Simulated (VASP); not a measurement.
# MgO in VASP: notebook

MgO is run at these levels: PBE; tasks: single point.

All numbers are computed with VASP 6.6.1; they aren't measurements. Logs are shortened: lines on timing, memory, paths and dates and some standing lists are left out, and cuts for length are marked.

## 1. The cell of the first run

It takes space group Fm-3m (No. 225, cubic). The conventional cell has a = 4.290 Å, b = 4.290 Å, c = 4.290 Å, α = 90.00°, β = 90.00°, γ = 90.00°. Mg (site symmetry m-3m) has 6 O at 2.14 Å within 2.8 Å. Within 2.8 Å of O (site symmetry m-3m) lie 6 Mg at 2.14 Å.

## 2. Single point, PBE

Contents of INCAR:

```
SYSTEM = MgO
PREC = Accurate
ENCUT = 840
EDIFF = 1E-6
ISMEAR = 0
SIGMA = 0.05
LREAL = .False.
LASPH = .True.
NELM = 120
ALGO = Normal
ISIF = 2
LWAVE = .False.
LCHARG = .False.
GGA = PE
NBANDS = 15
GGA_COMPAT = .False.
```

Contents of KPOINTS:

```
regular mesh
0
Gamma
  10 10 10
  0 0 0
```

Contents of POSCAR:

```
MgO
1.0
    0.0000000000      2.1448745921      2.1448745921
    2.1448745921      0.0000000000      2.1448745921
    2.1448745921      2.1448745921      0.0000000000
Mg O
1 1
Direct
    0.0000000000      0.0000000000      0.0000000000
    0.5000000000      0.5000000000      0.5000000000
```

Potentials or basis: VASP PAW PBE potentials, release 64 (Mg_sv, O).

Started as:

```console
$ cat potpaw_PBE.64/Mg_sv/POTCAR potpaw_PBE.64/O/POTCAR > POTCAR
$ mpirun -np 1 vasp_std > vasp.out
```

OUTCAR:

```text
SYSTEM = MgO
   PREC = Accurate
   ENCUT = 840
   EDIFF = 1E-6
   ISMEAR = 0
   LREAL = .False.
   LASPH = .True.
   NELM = 120
   ISIF = 2
   GGA = PE

 ion  position               nearest neighbor table
   1  0.000  0.000  0.000-
   2  0.500  0.500  0.500-

  LATTYP: Found a face centered cubic cell.
 ALAT       =     4.2897491842

  Lattice vectors:

 A1 = (   0.0000000000,   2.1448745921,   2.1448745921)
 A2 = (   2.1448745921,   0.0000000000,   2.1448745921)
 A3 = (   2.1448745921,   2.1448745921,   0.0000000000)

Analysis of symmetry for initial positions (statically):
=====================================================================
 Subroutine PRICEL returns:
 Original cell was already a primitive cell.

 Routine SETGRP: Setting up the symmetry group for a
 face centered cubic supercell.

 Subroutine GETGRP returns: Found 48 space group operations
 (whereof 48 operations were pure point group operations)
 out of a pool of 48 trial point group operations.

The static configuration has the point symmetry O_h .

Analysis of symmetry for dynamics (positions and initial velocities):
=====================================================================
 Subroutine PRICEL returns:
 Original cell was already a primitive cell.

 Routine SETGRP: Setting up the symmetry group for a
 face centered cubic supercell.

 Subroutine GETGRP returns: Found 48 space group operations
 (whereof 48 operations were pure point group operations)
 out of a pool of 48 trial point group operations.

The dynamic configuration has the point symmetry O_h .

 Subroutine INISYM returns: Found 48 space group operations
 (whereof 48 operations are pure point group operations),
 and found     1 'primitive' translations

----------------------------------------------------------------------------------------

                                     Primitive cell

  volume of cell :      19.7349

  direct lattice vectors                    reciprocal lattice vectors
     0.000000000  2.144874592  2.144874592    -0.233113862  0.233113862  0.233113862
     2.144874592  0.000000000  2.144874592     0.233113862 -0.233113862  0.233113862
     2.144874592  2.144874592  0.000000000     0.233113862  0.233113862 -0.233113862

  length of vectors
     3.033310738  3.033310738  3.033310738     0.403765053  0.403765053  0.403765053

  position of ions in fractional coordinates (direct lattice)
     0.000000000  0.000000000  0.000000000
     0.500000000  0.500000000  0.500000000

  ion indices of the primitive-cell ions
   primitive index   ion index
                 1           1
                 2           2

----------------------------------------------------------------------------------------

 KPOINTS: regular mesh

Automatic generation of k-mesh.
 Grid dimensions read from file:
 generate k-points for:   10   10   10

 Generating k-lattice:

  Cartesian coordinates                     Fractional coordinates (reciprocal lattice)
    -0.023311386  0.023311386  0.023311386     0.100000000  0.000000000  0.000000000
     0.023311386 -0.023311386  0.023311386     0.000000000  0.100000000  0.000000000
     0.023311386  0.023311386 -0.023311386     0.000000000  0.000000000  0.100000000

  Length of vectors
     0.040376505  0.040376505  0.040376505

  Shift w.r.t. Gamma in fractional coordinates (k-lattice)
     0.000000000  0.000000000  0.000000000

 Subroutine IBZKPT returns following result:
 ===========================================

 Found     47 irreducible k-points:

 Following reciprocal coordinates:
            Coordinates               Weight
  0.000000  0.000000  0.000000      1.000000
  0.100000  0.000000  0.000000      8.000000
  0.200000  0.000000  0.000000      8.000000
  0.300000  0.000000  0.000000      8.000000
  0.400000  0.000000  0.000000      8.000000
  0.500000  0.000000  0.000000      4.000000
[... 16 lines left out ...]
  0.300000  0.300000  0.000000      6.000000
  0.400000  0.300000  0.000000     24.000000
 [... further k-points ...]
   k-points           NKPTS =     47   k-points in BZ     NKDIM =     47   number of bands    NBANDS=     15
   number of dos      NEDOS =    301   number of ions     NIONS =      2
   total plane-waves  NPLWV =  27000
   dimension x,y,z NGX =    30 NGY =   30 NGZ =   30
   dimension x,y,z NGXF=    60 NGYF=   60 NGZF=   60
   ions per type =               1   1
   NGX,Y,Z   is equivalent  to a cutoff of  16.44, 16.44, 16.44 a.u.
   NGXF,Y,Z  is equivalent  to a cutoff of  32.88, 32.88, 32.88 a.u.
 SYSTEM =  MgO
   PREC   = accura    normal or accurate (medium, high low for compatibility)
   ISTART =      0    job   : 0-new  1-cont  2-samecut
   ICHARG =      2    charge: 1-file 2-atom 10-const
   ISPIN  =      1    spin polarized calculation?
   LNONCOLLINEAR =      F non collinear calculations
   LSORBIT =      F    spin-orbit coupling
   LASPH  =      T    aspherical Exc in radial PAW
   ENCUT  =  840.0 eV  61.74 Ry    7.86 a.u.   7.17  7.17  7.17*2*pi/ulx,y,z
   NELM   =    120;   NELMIN=  2; NELMDL= -5     # of ELM steps
   EDIFF  = 0.1E-05   stopping-criterion for ELM
   LREAL  =      F    real-space projection
   EDIFFG = 0.1E-04   stopping-criterion for IOM
   NSW    =      0    number of steps for IOM
   IBRION =     -1    ionic relax: 0-MD 1-quasi-New 2-CG
   NFREE  =      0    steps in history (QN), initial steepest desc. (CG)
   ISIF   =      2    stress and relaxation
   ISYM   =      2    0-nonsym 1-usesym 2-fastsym
   POTIM  = 0.5000    time-step for ionic-motion
   TEBEG  =    0.0;   TEEND  =   0.0 temperature during run
   PSTRESS=    0.0 pullay stress
   NELECT =      16.0000    total number of electrons
   NUPDOWN=      -1.0000    fix difference up-down
   EMIN   =  10.00;   EMAX   =-10.00  energy-range for DOS
   EFERMI =   0.00;   METHOD = LEGACY
   ISMEAR =     0;   SIGMA  =   0.05  broadening in eV -4-tet -1-fermi 0-gaus
   EFERMI_NEDOS =   21; number of points for ismear=-14 and -15
   IALGO  =     38    algorithm
   IMIX   =      4    mixing-type and parameters
     AMIX     =   0.40;   BMIX     =  1.00
     AMIX_MAG =   1.60;   BMIX_MAG =  1.00
  volume/ion in A,a.u.               =       9.87        66.59
  Fermi-wavevector in a.u.,A,eV,Ry     =   1.526521  2.884707 31.705219  2.330268
  Thomas-Fermi vector in A             =   2.634543
   LORBIT       =      0    0 simple, 1 ext, 2 COOP (PROOUT), +10 PAW based schemes
   GGA     = PE    functional components
   LHFCALC =     F    Hartree Fock is set to
   AEXX    =    0.0000 exact exchange contribution
   IVDW    =     0    specifies the selected vdW correction
   LEPSILON=     F    determine dielectric tensor
   LRPA    =     F    only Hartree local field effects (RPA)
 non-spin polarized calculation
 Gauss-broadening in eV      SIGMA  =   0.05
  energy-cutoff  :      840.00
  volume of cell :       19.73
 maximum number of plane-waves:      1106
 NGX is ok and might be reduce to    30
   NGX = 15   NGY = 15   NGZ = 15

 number of electron      15.9999995 magnetization

 Free energy of the ion-electron system (eV)
  ---------------------------------------------------
  ext. energy  EPLUGINS =         0.00000000
  ---------------------------------------------------
  free energy    TOTEN  =       -11.88083442 eV

  energy without entropy =      -11.88083442  energy(sigma->0) =      -11.88083442

 E-fermi :   3.0028     XC(G=0): -11.1183

 val. band max:        2.5330602665   @ k =   0.0000   0.0000   0.0000
 cond. band min:       6.7589198218   @ k =   0.0000   0.0000   0.0000
 fundamental gap:      4.2258595553
 Fermi energy:         3.0028431868

 k-point     1 :       0.0000    0.0000    0.0000
  band No.  band energies     occupation
      1     -69.9296      2.00000
      2     -36.6606      2.00000
      3     -36.6606      2.00000
      4     -36.6606      2.00000
      5     -14.4460      2.00000
      6       2.5331      2.00000
      7       2.5331      2.00000
      8       2.5331      2.00000
      9       6.7589      0.00000
     10      18.0262      0.00000
     11      18.0262      0.00000
     12      18.0262      0.00000
     13      21.7968      0.00000
     14      23.5165      0.00000
     15      23.5165      0.00000

 k-point     2 :       0.1000    0.0000    0.0000
  band No.  band energies     occupation
      1     -69.9292      2.00000
      2     -36.6673      2.00000
      3     -36.6614      2.00000
      4     -36.6614      2.00000
      5     -14.3478      2.00000
      6       1.8925      2.00000
      7       2.4716      2.00000
      8       2.4716      2.00000
      9       7.3928      0.00000
     10      16.7916      0.00000
     11      18.2459      0.00000
     12      18.2459      0.00000
     13      22.7180      0.00000
     14      22.7180      0.00000
     15      23.3518      0.00000

 k-point     3 :       0.2000    0.0000    0.0000
  band No.  band energies     occupation
      1     -69.9277      2.00000
      2     -36.6847      2.00000
      3     -36.6633      2.00000
      4     -36.6633      2.00000
      5     -14.0791      2.00000
      6       0.6276      2.00000
      7       2.3156      2.00000
      8       2.3156      2.00000
      9       8.5918      0.00000
     10      15.2651      0.00000
     11      18.6628      0.00000
     12      18.6628      0.00000
     13      22.0175      0.00000
     14      22.0175      0.00000
     15      23.9735      0.00000
[... 343 lines left out ...]
 k-point    23 :       0.3000    0.3000    0.0000
  band No.  band energies     occupation
      1     -69.9241      2.00000
      2     -36.7009      2.00000
      3     -36.6759      2.00000
      4     -36.6759      2.00000
      5     -13.5461      2.00000
      6      -0.4667      2.00000
      7       1.6558      2.00000
      8       1.6558      2.00000
      9      10.8357      0.00000
     10      12.8524      0.00000
     11      16.3949      0.00000
     12      19.8255      0.00000
     13      19.8255      0.00000
     14      26.0719      0.00000
     15      28.8306      0.00000

 k-point    24 :       0.4000    0.3000    0.0000
  band No.  band energies     occupation
      1     -69.9228      2.00000
      2     -36.7094      2.00000
      3     -36.6804      2.00000
      4     -36.6785      2.00000
      5     -13.3274      2.00000
      6      -0.8527      2.00000
      7       1.3136      2.00000
      8       1.5180      2.00000
      9      11.5838      0.00000
     10      12.5473      0.00000
     11      15.5836      0.00000
     12      20.0192      0.00000
     13      20.2155      0.00000
     14      26.7568      0.00000
     15      28.4484      0.00000

 [... further k-points ...]

------------------------ aborting loop because EDIFF is reached ----------------------------------------

  FORCE on cell =-STRESS in cart. coord.  units (eV):
  Direction    XX          YY          ZZ          XY          YZ          ZX
  --------------------------------------------------------------------------------------
  -------------------------------------------------------------------------------------
  Total       -0.4394953     -0.4394953     -0.4394953      0.0000000      0.0000000      0.0000000
  in kB      -35.6803533    -35.6803533    -35.6803533      0.0000000      0.0000000      0.0000000
  external PRESSURE =     -35.6803533 kB  Pullay stress =       0.0000000 kB

 VOLUME and BASIS-vectors are now :
 -----------------------------------------------------------------------------
  energy-cutoff  :      840.00
  volume of cell :       19.73
      direct lattice vectors                 reciprocal lattice vectors
     0.000000000  2.144874592  2.144874592    -0.233113862  0.233113862  0.233113862
     2.144874592  0.000000000  2.144874592     0.233113862 -0.233113862  0.233113862
     2.144874592  2.144874592  0.000000000     0.233113862  0.233113862 -0.233113862

 POSITION                                       TOTAL-FORCE (eV/Angst)
 -----------------------------------------------------------------------------------
      0.00000      0.00000      0.00000         0.000000      0.000000      0.000000
      2.14487      2.14487      2.14487        -0.000000      0.000000     -0.000000
 -----------------------------------------------------------------------------------
    total drift:                                0.000000      0.000000      0.000000

  FREE ENERGIE OF THE ION-ELECTRON SYSTEM (eV)
  ---------------------------------------------------
  free  energy   TOTEN  =       -11.8808344240 eV

  energy  without entropy=      -11.8808344240  energy(sigma->0) =      -11.88083442
```

It took 20 s on 1 thread of AMD EPYC 7R13 (Zen 3), shared host; peak memory 0.15 GiB.

Results:

* Free energy: -11.8808 eV
* Pressure: -3.6 GPa
* Band gap on the k mesh: 4.23 eV

Caveat: the cell stands under tension.

## 3. Single point, PBE

This run uses another cell than the first one, of 9.39 Å³/atom.

Contents of INCAR:

```
PREC = Accurate ; ENCUT = 840
EDIFF = 1E-6 ; ISMEAR = 0
SIGMA = 0.05 ; LREAL = F
LASPH = T ; NELM = 120
ALGO = Normal ; ISIF = 2
LWAVE = F ; LCHARG = T
GGA = PE ; LELF = T
LVHAR = T ; NBANDS = 15
GGA_COMPAT = F
```

Contents of KPOINTS:

```
Automatic mesh
0
Gamma
  10 10 10
```

Contents of POSCAR:

```
MgO
1.0
    0.0000000000      2.1095627621      2.1095627621
    2.1095627621      0.0000000000      2.1095627621
    2.1095627621      2.1095627621      0.0000000000
Mg O
1 1
Direct
    0.0000000000      0.0000000000      0.0000000000
    0.5000000000      0.5000000000      0.5000000000
```

Potentials or basis: VASP PAW PBE potentials, release 64 (Mg_sv, O).

Started as:

```console
$ cat potpaw_PBE.64/Mg_sv/POTCAR potpaw_PBE.64/O/POTCAR > POTCAR
$ mpirun -np 1 vasp_std > vasp.out
```

Run time: 15 s. Hardware: 1 thread of AMD EPYC 7R13 (Zen 3), shared host; peak memory 0.14 GiB.

The run converged. Its results:

* Free energy: -11.8777 eV
* Pressure: 3.9 GPa
* Band gap on the k mesh: 4.69 eV

Levels at points of the mesh, in eV from the valence-band top:
```tsv
k point	band 5	band 6	band 7	band 8	band 9	band 10	band 11	band 12
(0.00, 0.00, 0.00)	-17.22	0.00	0.00	0.00	4.69	15.78	15.78	15.78
(0.50, 0.00, 0.00)	-15.92	-4.59	-0.65	-0.65	7.87	12.56	16.28	16.28
(0.50, 0.50, 0.00)	-15.71	-4.03	-1.33	-1.33	9.12	9.95	13.05	18.92
```

Caveat: the cell stands under pressure.

[end of part 1 of 2]
